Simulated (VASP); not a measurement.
# BN (Fmm2) in VASP: a series of runs

BN is run at these levels: PBEsol, LDA; tasks: single point.

All numbers are computed with VASP 6.6.1; they aren't measurements. Logs are shortened: lines on timing, memory, paths and dates and some standing lists are left out, and cuts for length are marked.

## 1. The cell of the first run

It takes space group Fmm2 (No. 42, orthorhombic). Conventional cell: a = 2.503 Å, b = 6.991 Å, c = 4.332 Å, α = 90.00°, β = 90.00°, γ = 90.00°. Within 1.9 Å of N (site symmetry mm2) lie 3 B at 1.44 Å. Within 1.9 Å of B (site symmetry mm2) lie 3 N at 1.44 Å.

## 2. Single point, PBEsol (9.48 Å³/atom)

INCAR reads:

```
PREC = Accurate ; ENCUT = 520
EDIFF = 1E-6 ; ISMEAR = -1
SIGMA = 0.05 ; LREAL = F
LASPH = T ; NELM = 80
ALGO = Normal ; ISIF = 2
LWAVE = F ; LCHARG = T
GGA = PS ; LELF = T
LVHAR = T ; NBANDS = 11
```

KPOINTS reads:

```
Automatic mesh
0
Gamma
  13 13 13
```

POSCAR reads:

```
BN
1.0
    0.0000000000      3.4953158300      2.1660912400
    1.2516321000      0.0000000000      2.1660912400
    1.2516321000      3.4953158300      0.0000000000
N B
1 1
Direct
    0.6666513400      0.6666513400      0.3333486600
    0.0000486500      0.0000486500      0.9999513500
```

Potentials or basis: VASP PAW PBE potentials, release 64 (N, B).

On the command line:

```bash
$ cat potpaw_PBE.64/N/POTCAR potpaw_PBE.64/B/POTCAR > POTCAR
$ mpirun -np 1 vasp_std > vasp.out
```

OUTCAR:

```text
PREC = Accurate
   ENCUT = 520
   EDIFF = 1E-6
   ISMEAR = -1
   LREAL = F
   LASPH = T
   NELM = 80
   ISIF = 2
   GGA = PS

 ion  position               nearest neighbor table
   1  0.667  0.667  0.333-   2 1.44   2 1.44   2 1.44
   2  0.000  0.000  1.000-   1 1.44   1 1.44   1 1.44

  LATTYP: Found a face centered orthorhombic cell.
 ALAT       =     2.5032642000
 B/A-ratio  =     1.7306133647
 C/A-ratio  =     2.7926064137

  Lattice vectors:

 A1 = (   0.0000000000,   3.4953158300,   2.1660912400)
 A2 = (  -1.2516321000,   3.4953158300,   0.0000000000)
 A3 = (  -1.2516321000,   0.0000000000,   2.1660912400)

Analysis of symmetry for initial positions (statically):
=====================================================================
 Subroutine PRICEL returns:
 Original cell was already a primitive cell.

 Routine SETGRP: Setting up the symmetry group for a
 face centered orthorhombic supercell.

 Subroutine GETGRP returns: Found  4 space group operations
 (whereof  4 operations were pure point group operations)
 out of a pool of  8 trial point group operations.

The static configuration has the point symmetry C_2v.

Analysis of symmetry for dynamics (positions and initial velocities):
=====================================================================
 Subroutine PRICEL returns:
 Original cell was already a primitive cell.

 Routine SETGRP: Setting up the symmetry group for a
 face centered orthorhombic supercell.

 Subroutine GETGRP returns: Found  4 space group operations
 (whereof  4 operations were pure point group operations)
 out of a pool of  8 trial point group operations.

The dynamic configuration has the point symmetry C_2v.

 Subroutine INISYM returns: Found  4 space group operations
 (whereof  4 operations are pure point group operations),
 and found     1 'primitive' translations

----------------------------------------------------------------------------------------

                                     Primitive cell

  volume of cell :      18.9526

  direct lattice vectors                    reciprocal lattice vectors
     0.000000000  3.495315830  2.166091240    -0.399478409  0.143048590  0.230830535
     1.251632100  0.000000000  2.166091240     0.399478409 -0.143048590  0.230830535
     1.251632100  3.495315830  0.000000000     0.399478409  0.143048590 -0.230830535

  length of vectors
     4.112077822  2.501706252  3.712656147     0.483041027  0.483041027  0.483041027

  position of ions in fractional coordinates (direct lattice)
     0.666651340  0.666651340  0.333348660
     0.000048650  0.000048650  0.999951350

  ion indices of the primitive-cell ions
   primitive index   ion index
                 1           1
                 2           2

----------------------------------------------------------------------------------------

 KPOINTS: Automatic mesh

Automatic generation of k-mesh.
 Grid dimensions read from file:
 generate k-points for:   13   13   13

 Generating k-lattice:

  Cartesian coordinates                     Fractional coordinates (reciprocal lattice)
    -0.030729108  0.011003738  0.017756195     0.076923077  0.000000000  0.000000000
     0.030729108 -0.011003738  0.017756195     0.000000000  0.076923077  0.000000000
     0.030729108  0.011003738 -0.017756195    -0.000000000 -0.000000000  0.076923077

  Length of vectors
     0.037157002  0.037157002  0.037157002

  Shift w.r.t. Gamma in fractional coordinates (k-lattice)
     0.000000000  0.000000000  0.000000000

 Subroutine IBZKPT returns following result:
 ===========================================

 Found    343 irreducible k-points:

 Following reciprocal coordinates:
            Coordinates               Weight
  0.000000  0.000000  0.000000      1.000000
  0.076923 -0.000000 -0.000000      8.000000
  0.153846 -0.000000  0.000000      8.000000
  0.230769  0.000000  0.000000      8.000000
  0.307692 -0.000000  0.000000      8.000000
  0.384615 -0.000000  0.000000      8.000000
[... 16 lines left out ...]
  0.384615  0.153846 -0.000000      8.000000
  0.461538  0.153846 -0.000000      8.000000
 [... further k-points ...]
   k-points           NKPTS =    343   k-points in BZ     NKDIM =    343   number of bands    NBANDS=     11
   number of dos      NEDOS =    301   number of ions     NIONS =      2
   total plane-waves  NPLWV =  17920
   dimension x,y,z NGX =    32 NGY =   20 NGZ =   28
   dimension x,y,z NGXF=    64 NGYF=   40 NGZF=   56
   ions per type =               1   1
   NGX,Y,Z   is equivalent  to a cutoff of  12.94, 13.29, 12.54 a.u.
   NGXF,Y,Z  is equivalent  to a cutoff of  25.87, 26.58, 25.08 a.u.
 SYSTEM =  unknown system
   PREC   = accura    normal or accurate (medium, high low for compatibility)
   ISTART =      0    job   : 0-new  1-cont  2-samecut
   ICHARG =      2    charge: 1-file 2-atom 10-const
   ISPIN  =      1    spin polarized calculation?
   LNONCOLLINEAR =      F non collinear calculations
   LSORBIT =      F    spin-orbit coupling
   LASPH  =      T    aspherical Exc in radial PAW
   ENCUT  =  520.0 eV  38.22 Ry    6.18 a.u.   7.65  4.65  6.90*2*pi/ulx,y,z
   NELM   =     80;   NELMIN=  2; NELMDL= -5     # of ELM steps
   EDIFF  = 0.1E-05   stopping-criterion for ELM
   LREAL  =      F    real-space projection
   EDIFFG = 0.1E-04   stopping-criterion for IOM
   NSW    =      0    number of steps for IOM
   IBRION =     -1    ionic relax: 0-MD 1-quasi-New 2-CG
   NFREE  =      0    steps in history (QN), initial steepest desc. (CG)
   ISIF   =      2    stress and relaxation
   ISYM   =      2    0-nonsym 1-usesym 2-fastsym
   POTIM  = 0.5000    time-step for ionic-motion
   TEBEG  =    0.0;   TEEND  =   0.0 temperature during run
   PSTRESS=    0.0 pullay stress
   NELECT =       8.0000    total number of electrons
   NUPDOWN=      -1.0000    fix difference up-down
   EMIN   =  10.00;   EMAX   =-10.00  energy-range for DOS
   EFERMI =   0.00;   METHOD = LEGACY
   ISMEAR =    -1;   SIGMA  =   0.05  broadening in eV -4-tet -1-fermi 0-gaus
   EFERMI_NEDOS =   21; number of points for ismear=-14 and -15
   IALGO  =     38    algorithm
   IMIX   =      4    mixing-type and parameters
     AMIX     =   0.40;   BMIX     =  1.00
     AMIX_MAG =   1.60;   BMIX_MAG =  1.00
  volume/ion in A,a.u.               =       9.48        63.95
  Fermi-wavevector in a.u.,A,eV,Ry     =   1.228047  2.320672 20.518928  1.508099
  Thomas-Fermi vector in A             =   2.362987
   LORBIT       =      0    0 simple, 1 ext, 2 COOP (PROOUT), +10 PAW based schemes
   GGA     = PS    functional components
   LHFCALC =     F    Hartree Fock is set to
   AEXX    =    0.0000 exact exchange contribution
   IVDW    =     0    specifies the selected vdW correction
   LEPSILON=     F    determine dielectric tensor
   LRPA    =     F    only Hartree local field effects (RPA)
 non-spin polarized calculation
  energy-cutoff  :      520.00
  volume of cell :       18.95
 maximum number of plane-waves:       527
   NGX = 15   NGY =  9   NGZ = 13

 number of electron       8.0000000 magnetization

 Free energy of the ion-electron system (eV)
  ---------------------------------------------------
  ext. energy  EPLUGINS =         0.00000000
  ---------------------------------------------------
  free energy    TOTEN  =       -18.28329261 eV

  energy without entropy =      -18.28329261  energy(sigma->0) =      -18.28329261

 E-fermi :   2.8878     XC(G=0):  -9.9640

 val. band max:        1.8975622759   @ k =   0.4615  -0.3846   0.1538
 cond. band min:       5.6884740268   @ k =   0.0000   0.4615   0.4615
 fundamental gap:      3.7909117509
 Fermi energy:         2.8877938712

 k-point     1 :       0.0000    0.0000    0.0000
  band No.  band energies     occupation
      1     -15.9312      2.00000
      2      -2.6124      2.00000
      3       0.5020      2.00000
      4       0.5092      2.00000
      5       6.5678      0.00000
      6      13.3655      0.00000
      7      13.4265      0.00000
      8      14.8409      0.00000
      9      16.3068      0.00000
     10      27.2595      0.00000
     11      28.4714      0.00000

 k-point     2 :       0.0769   -0.0000   -0.0000
  band No.  band energies     occupation
      1     -15.8125      2.00000
      2      -2.4975      2.00000
      3       0.0219      2.00000
      4       0.2795      2.00000
      5       6.8379      0.00000
      6      13.3327      0.00000
      7      13.8918      0.00000
      8      14.4263      0.00000
      9      16.6989      0.00000
     10      27.0507      0.00000
     11      27.6065      0.00000

 k-point     3 :       0.1538   -0.0000    0.0000
  band No.  band energies     occupation
      1     -15.4620      2.00000
      2      -2.1555      2.00000
      3      -1.2181      2.00000
      4      -0.2813      2.00000
      5       7.5642      0.00000
      6      13.1470      0.00000
      7      13.3190      0.00000
      8      15.2923      0.00000
      9      17.6722      0.00000
     10      24.5378      0.00000
     11      28.2744      0.00000

 k-point     4 :       0.2308    0.0000    0.0000
  band No.  band energies     occupation
      1     -14.8996      2.00000
      2      -2.8479      2.00000
      3      -1.5732      2.00000
      4      -0.9605      2.00000
      5       8.5724      0.00000
      6      11.7335      0.00000
      7      13.0229      0.00000
      8      17.3089      0.00000
      9      18.8757      0.00000
     10      22.3739      0.00000
     11      27.1069      0.00000
[... 239 lines left out ...]
 k-point    22 :       0.3077    0.1538   -0.0000
  band No.  band energies     occupation
      1     -14.5914      2.00000
      2      -3.3059      2.00000
      3      -1.7942      2.00000
      4      -1.0471      2.00000
      5       8.9023      0.00000
      6      11.2008      0.00000
      7      13.9631      0.00000
      8      16.3948      0.00000
      9      20.1652      0.00000
     10      21.3179      0.00000
     11      26.6079      0.00000

 k-point    23 :       0.3846    0.1538   -0.0000
  band No.  band energies     occupation
      1     -13.8899      2.00000
      2      -4.6107      2.00000
      3      -2.6309      2.00000
      4      -0.2842      2.00000
      5       9.1181      0.00000
      6      10.7178      0.00000
      7      14.2990      0.00000
      8      17.4004      0.00000
      9      19.1872      0.00000
     10      22.0798      0.00000
     11      25.8238      0.00000

 k-point    24 :       0.4615    0.1538   -0.0000
  band No.  band energies     occupation
      1     -13.1392      2.00000
      2      -5.8734      2.00000
      3      -3.1976      2.00000
      4       0.5428      2.00000
      5       7.7236      0.00000
      6      12.0095      0.00000
      7      14.4823      0.00000
      8      17.4925      0.00000
      9      19.2795      0.00000
     10      23.0889      0.00000
     11      24.6620      0.00000

 [... further k-points ...]

------------------------ aborting loop because EDIFF is reached ----------------------------------------

  FORCE on cell =-STRESS in cart. coord.  units (eV):
  Direction    XX          YY          ZZ          XY          YZ          ZX
  --------------------------------------------------------------------------------------
  -------------------------------------------------------------------------------------
  Total        0.1451859      0.0089376      0.1499968      0.0000000      0.0000000      0.0000000
  in kB       12.2734049      0.7555490     12.6800973      0.0000000      0.0000000      0.0000000
  external PRESSURE =       8.5696837 kB  Pullay stress =       0.0000000 kB

 VOLUME and BASIS-vectors are now :
 -----------------------------------------------------------------------------
  energy-cutoff  :      520.00
  volume of cell :       18.95
      direct lattice vectors                 reciprocal lattice vectors
     0.000000000  3.495315830  2.166091240    -0.399478409  0.143048590  0.230830535
     1.251632100  0.000000000  2.166091240     0.399478409 -0.143048590  0.230830535
     1.251632100  3.495315830  0.000000000     0.399478409  0.143048590 -0.230830535

 POSITION                                       TOTAL-FORCE (eV/Angst)
 -----------------------------------------------------------------------------------
      1.25163      3.49532      2.88806         0.000000      0.000000     -0.010101
      1.25163      3.49532      0.00021         0.000000      0.000000      0.010101
 -----------------------------------------------------------------------------------
    total drift:                                0.000006     -0.000011     -0.000063

  FREE ENERGIE OF THE ION-ELECTRON SYSTEM (eV)
  ---------------------------------------------------
  free  energy   TOTEN  =       -18.2832926139 eV

  energy  without entropy=      -18.2832926138  energy(sigma->0) =      -18.28329261
```

Run time: 28 s. Hardware: 1 thread of Intel Xeon 6975P-C (Granite Rapids), shared host; peak memory 0.19 GiB.

Results:

- Free energy: -18.2833 eV
- Pressure: 0.9 GPa
- Largest force: 0.010 eV/Å
- Band gap on the k mesh: 3.79 eV (least direct gap 4.59 eV)

Forces in eV/Å, atoms in the order of the input:
```
N    0.000  0.000 -0.010
B    0.000  0.000  0.010
```

Levels at points of the mesh, in eV from the valence-band top:
```tsv
k point	band 1	band 2	band 3	band 4	band 5	band 6	band 7	band 8	band 9
(0.00, 0.00, 0.00)	-17.83	-4.51	-1.40	-1.39	4.67	11.47	11.53	12.94	14.41
```

Caveat: the PAW data sets were made with another functional, which shifts forces and pressure a little.

[end of part 1 of 2]
